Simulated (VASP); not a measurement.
A run of VASP 6.6.1:

File POSCAR:

```
Ta
1.0
   -1.6522866617     -1.6522866617     -1.6522866617
    1.6522866617      1.6522866617     -1.6522866617
    1.6522866617     -1.6522866617      1.6522866617
Ta
1
Direct
    0.0000000000      0.0000000000      0.0000000000
```

The input INCAR.step1:

```
  PREC = Accurate
  ENCUT = 520
  ISMEAR = 0
  SIGMA = 0.1
  LREAL = False
  LASPH = True
  NELM = 100
  NBANDS = 12
  GGA = PE
  ALGO = Normal
  EDIFF = 1E-4
  LWAVE = True
  LCHARG = False
```

File INCAR.step2:

```
  PREC = Accurate
  ENCUT = 520
  EDIFF = 1E-7
  ISMEAR = 0
  SIGMA = 0.1
  LREAL = False
  LASPH = True
  NELM = 100
  ALGO = Normal
  ISIF = 2
  LWAVE = False
  LCHARG = False
  METAGGA = R2SCAN
  LMIXTAU = True
  NBANDS = 12
  ISTART = 1
```

File KPOINTS:

```
Automatic mesh
0
Gamma
  18 18 18
```

Potentials or basis: VASP PAW PBE potentials, release 64 (Ta_pv).

Run with:

```bash
$ cat potpaw_PBE.64/Ta_pv/POTCAR > POTCAR
$ cp INCAR.step1 INCAR
$ mpirun -np 1 vasp_std > vasp.out
$ cp INCAR.step2 INCAR
$ mpirun -np 1 vasp_std > vasp.out
```

Hardware: 1 thread of Intel(R) Xeon(R) 6975P-C (Granite Rapids) (shared host).

Task: Estimate the wall time of this run.

Result: Run time: 56 s on 1 thread of Intel(R) Xeon(R) 6975P-C (Granite Rapids), with other jobs on the host, peak memory 0.17 GiB. Counts: k points 195.
